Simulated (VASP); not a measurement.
# CdF2 (Fm-3m) in VASP: a series of runs, part 2 of 2

VASP 6.6.1. The steps go on from the part before.

## (3) Single point, r2SCAN

File POSCAR:

```
CdF2
1.0
    0.0000000000      2.7407041214      2.7407041214
    2.7407041214      0.0000000000      2.7407041214
    2.7407041214      2.7407041214      0.0000000000
Cd F
1 2
Direct
    0.0000000000      0.0000000000      0.0000000000
    0.2500000000      0.2500000000      0.2500000000
    0.7500000000      0.7500000000      0.7500000000
```

File INCAR.step1:

```
PREC = Accurate ; ENCUT = 520
ISMEAR = 0 ; SIGMA = 0.02
LREAL = False ; LASPH = True
NELM = 100 ; NBANDS = 20
GGA = PE ; ALGO = Normal
EDIFF = 1E-4 ; LWAVE = True
LCHARG = False
```

File INCAR.step2:

```
PREC = Accurate ; ENCUT = 520
EDIFF = 1E-6 ; ISMEAR = 0
SIGMA = 0.02 ; LREAL = False
LASPH = True ; NELM = 100
ALGO = Normal ; ISIF = 2
LWAVE = False ; LCHARG = False
METAGGA = R2SCAN ; LMIXTAU = True
NBANDS = 20 ; ISTART = 1
```

File KPOINTS:

```
Automatic mesh
0
Gamma
  8 8 8
```

Potentials or basis: VASP PAW PBE potentials, release 64 (Cd, F).

Run with:

```
> cat potpaw_PBE.64/Cd/POTCAR potpaw_PBE.64/F/POTCAR > POTCAR
> cp INCAR.step1 INCAR
> mpirun -np 1 vasp_std > vasp.out
> cp INCAR.step2 INCAR
> mpirun -np 1 vasp_std > vasp.out
```

OUTCAR:

```text
PREC = Accurate
   ENCUT = 520
   EDIFF = 1E-6
   ISMEAR = 0
   LREAL = False
   LASPH = True
   NELM = 100
   ISIF = 2
   METAGGA = R2SCAN
   ISTART = 1

 ion  position               nearest neighbor table
   1  0.000  0.000  0.000-   3 2.37   3 2.37   3 2.37   2 2.37   2 2.37   2 2.37   3 2.37   2 2.37

   2  0.250  0.250  0.250-   1 2.37   1 2.37   1 2.37   1 2.37
   3  0.750  0.750  0.750-   1 2.37   1 2.37   1 2.37   1 2.37

  LATTYP: Found a face centered cubic cell.
 ALAT       =     5.4814082428

  Lattice vectors:

 A1 = (   0.0000000000,   2.7407041214,   2.7407041214)
 A2 = (   2.7407041214,   0.0000000000,   2.7407041214)
 A3 = (   2.7407041214,   2.7407041214,   0.0000000000)

Analysis of symmetry for initial positions (statically):
=====================================================================
 Subroutine PRICEL returns:
 Original cell was already a primitive cell.

 Routine SETGRP: Setting up the symmetry group for a
 face centered cubic supercell.

 Subroutine GETGRP returns: Found 48 space group operations
 (whereof 48 operations were pure point group operations)
 out of a pool of 48 trial point group operations.

The static configuration has the point symmetry O_h .

Analysis of symmetry for dynamics (positions and initial velocities):
=====================================================================
 Subroutine PRICEL returns:
 Original cell was already a primitive cell.

 Routine SETGRP: Setting up the symmetry group for a
 face centered cubic supercell.

 Subroutine GETGRP returns: Found 48 space group operations
 (whereof 48 operations were pure point group operations)
 out of a pool of 48 trial point group operations.

The dynamic configuration has the point symmetry O_h .

 Subroutine INISYM returns: Found 48 space group operations
 (whereof 48 operations are pure point group operations),
 and found     1 'primitive' translations

----------------------------------------------------------------------------------------

                                     Primitive cell

  volume of cell :      41.1734

  direct lattice vectors                    reciprocal lattice vectors
     0.000000000  2.740704121  2.740704121    -0.182434870  0.182434870  0.182434870
     2.740704121  0.000000000  2.740704121     0.182434870 -0.182434870  0.182434870
     2.740704121  2.740704121  0.000000000     0.182434870  0.182434870 -0.182434870

  length of vectors
     3.875940939  3.875940939  3.875940939     0.315986464  0.315986464  0.315986464

  position of ions in fractional coordinates (direct lattice)
     0.000000000  0.000000000  0.000000000
     0.250000000  0.250000000  0.250000000
     0.750000000  0.750000000  0.750000000

  ion indices of the primitive-cell ions
   primitive index   ion index
                 1           1
                 2           2
                 3           3

----------------------------------------------------------------------------------------

 KPOINTS: Automatic mesh

Automatic generation of k-mesh.
 Grid dimensions read from file:
 generate k-points for:    8    8    8

 Generating k-lattice:

  Cartesian coordinates                     Fractional coordinates (reciprocal lattice)
    -0.022804359  0.022804359  0.022804359     0.125000000  0.000000000  0.000000000
     0.022804359 -0.022804359  0.022804359     0.000000000  0.125000000  0.000000000
     0.022804359  0.022804359 -0.022804359     0.000000000  0.000000000  0.125000000

  Length of vectors
     0.039498308  0.039498308  0.039498308

  Shift w.r.t. Gamma in fractional coordinates (k-lattice)
     0.000000000  0.000000000  0.000000000

 Subroutine IBZKPT returns following result:
 ===========================================

 Found     29 irreducible k-points:

 Following reciprocal coordinates:
            Coordinates               Weight
  0.000000  0.000000  0.000000      1.000000
  0.125000  0.000000  0.000000      8.000000
  0.250000  0.000000  0.000000      8.000000
  0.375000  0.000000  0.000000      8.000000
  0.500000  0.000000  0.000000      4.000000
  0.125000  0.125000  0.000000      6.000000
[... 16 lines left out ...]
  0.500000  0.250000  0.125000     48.000000
 -0.375000  0.250000  0.125000     24.000000
 [... further k-points ...]
   k-points           NKPTS =     29   k-points in BZ     NKDIM =     29   number of bands    NBANDS=     20
   number of dos      NEDOS =    301   number of ions     NIONS =      3
   total plane-waves  NPLWV =  27000
   dimension x,y,z NGX =    30 NGY =   30 NGZ =   30
   dimension x,y,z NGXF=    60 NGYF=   60 NGZF=   60
   ions per type =               1   2
   NGX,Y,Z   is equivalent  to a cutoff of  12.87, 12.87, 12.87 a.u.
   NGXF,Y,Z  is equivalent  to a cutoff of  25.74, 25.74, 25.74 a.u.
 SYSTEM =  unknown system
   PREC   = accura    normal or accurate (medium, high low for compatibility)
   ISTART =      1    job   : 0-new  1-cont  2-samecut
   ICHARG =      0    charge: 1-file 2-atom 10-const
   ISPIN  =      1    spin polarized calculation?
   LNONCOLLINEAR =      F non collinear calculations
   LSORBIT =      F    spin-orbit coupling
   LASPH  =      T    aspherical Exc in radial PAW
   ENCUT  =  520.0 eV  38.22 Ry    6.18 a.u.   7.21  7.21  7.21*2*pi/ulx,y,z
   NELM   =    100;   NELMIN=  2; NELMDL=  0     # of ELM steps
   EDIFF  = 0.1E-05   stopping-criterion for ELM
   LREAL  =      F    real-space projection
   EDIFFG = 0.1E-04   stopping-criterion for IOM
   NSW    =      0    number of steps for IOM
   IBRION =     -1    ionic relax: 0-MD 1-quasi-New 2-CG
   NFREE  =      0    steps in history (QN), initial steepest desc. (CG)
   ISIF   =      2    stress and relaxation
   ISYM   =      2    0-nonsym 1-usesym 2-fastsym
   POTIM  = 0.5000    time-step for ionic-motion
   TEBEG  =    0.0;   TEEND  =   0.0 temperature during run
   PSTRESS=    0.0 pullay stress
   NELECT =      26.0000    total number of electrons
   NUPDOWN=      -1.0000    fix difference up-down
   EMIN   =  10.00;   EMAX   =-10.00  energy-range for DOS
   EFERMI =   0.00;   METHOD = LEGACY
   ISMEAR =     0;   SIGMA  =   0.02  broadening in eV -4-tet -1-fermi 0-gaus
   EFERMI_NEDOS =   21; number of points for ismear=-14 and -15
   IALGO  =     38    algorithm
   IMIX   =      4    mixing-type and parameters
     AMIX     =   0.40;   BMIX     =  1.00
     AMIX_MAG =   1.60;   BMIX_MAG =  1.00
  volume/ion in A,a.u.               =      13.72        92.62
  Fermi-wavevector in a.u.,A,eV,Ry     =   1.404517  2.654153 26.839794  1.972669
  Thomas-Fermi vector in A             =   2.527071
   LORBIT       =      0    0 simple, 1 ext, 2 COOP (PROOUT), +10 PAW based schemes
   METAGGA = R2SCAN    functional components
   LHFCALC =     F    Hartree Fock is set to
   AEXX    =    0.0000 exact exchange contribution
   IVDW    =     0    specifies the selected vdW correction
   LEPSILON=     F    determine dielectric tensor
   LRPA    =     F    only Hartree local field effects (RPA)
 non-spin polarized calculation
 Gauss-broadening in eV      SIGMA  =   0.02
  energy-cutoff  :      520.00
  volume of cell :       41.17
 maximum number of plane-waves:      1124
 NGX is ok and might be reduce to    30
   NGX = 15   NGY = 15   NGZ = 15

 number of electron      25.9999995 magnetization

 Free energy of the ion-electron system (eV)
  ---------------------------------------------------
  ext. energy  EPLUGINS =         0.00000000
  ---------------------------------------------------
  free energy    TOTEN  =       -33.69961724 eV

  energy without entropy =      -33.69961724  energy(sigma->0) =      -33.69961724

 E-fermi :  -2.0959     XC(G=0): -10.7510

 val. band max:       -2.2366799609   @ k =  -0.2500   0.5000   0.2500
 cond. band min:       1.3270399487   @ k =   0.0000   0.0000   0.0000
 fundamental gap:      3.5637199096
 Fermi energy:        -2.0959478964

 k-point     1 :       0.0000    0.0000    0.0000
  band No.  band energies     occupation
      1     -23.9011      2.00000
      2     -22.9671      2.00000
      3      -7.7311      2.00000
      4      -7.7310      2.00000
      5      -7.7310      2.00000
      6      -6.7156      2.00000
[... 12 lines left out ...]
     19      18.2248      0.00000
     20      18.2248      0.00000
[... 507 lines left out ...]
 k-point    24 :      -0.3750    0.2500    0.1250
  band No.  band energies     occupation
      1     -23.4222      2.00000
      2     -23.3942      2.00000
      3      -7.3179      2.00000
      4      -7.2420      2.00000
      5      -6.7442      2.00000
      6      -6.7344      2.00000
[... 12 lines left out ...]
     19      16.8708      0.00000
     20      20.6068      0.00000

 [... further k-points ...]
[... 5 lines left out ...]
  --------------------------------------------------------------------------------------
  -------------------------------------------------------------------------------------
  Total       -1.1345707     -1.1345707     -1.1345707      0.0000000      0.0000000     -0.0000000
  in kB      -44.1494885    -44.1494885    -44.1494885      0.0000000      0.0000000     -0.0000000
  external PRESSURE =     -44.1494885 kB  Pullay stress =       0.0000000 kB

 VOLUME and BASIS-vectors are now :
 -----------------------------------------------------------------------------
  energy-cutoff  :      520.00
  volume of cell :       41.17
      direct lattice vectors                 reciprocal lattice vectors
     0.000000000  2.740704121  2.740704121    -0.182434870  0.182434870  0.182434870
     2.740704121  0.000000000  2.740704121     0.182434870 -0.182434870  0.182434870
     2.740704121  2.740704121  0.000000000     0.182434870  0.182434870 -0.182434870

 POSITION                                       TOTAL-FORCE (eV/Angst)
 -----------------------------------------------------------------------------------
      0.00000      0.00000      0.00000        -0.000000     -0.000000     -0.000000
      1.37035      1.37035      1.37035         0.000000      0.000000     -0.000000
      4.11106      4.11106      4.11106         0.000000      0.000000      0.000000
 -----------------------------------------------------------------------------------
    total drift:                                0.000000     -0.000000      0.000000

  FREE ENERGIE OF THE ION-ELECTRON SYSTEM (eV)
  ---------------------------------------------------
  free  energy   TOTEN  =       -33.6996172400 eV

  energy  without entropy=      -33.6996172400  energy(sigma->0) =      -33.69961724
```

It took 46 s on 1 thread of Intel Xeon 6975P-C (Granite Rapids), shared host; peak memory 0.18 GiB.

Results:

| Quantity | Value |
| --- | --- |
| Free energy | -33.6996 eV |
| Pressure | -4.4 GPa |
| Band gap on the k mesh | 3.56 eV, indirect (least direct gap 4.13 eV) |

Caveat: the PAW data sets were made with another functional, which shifts forces and pressure a little. A k mesh can miss the band edges.
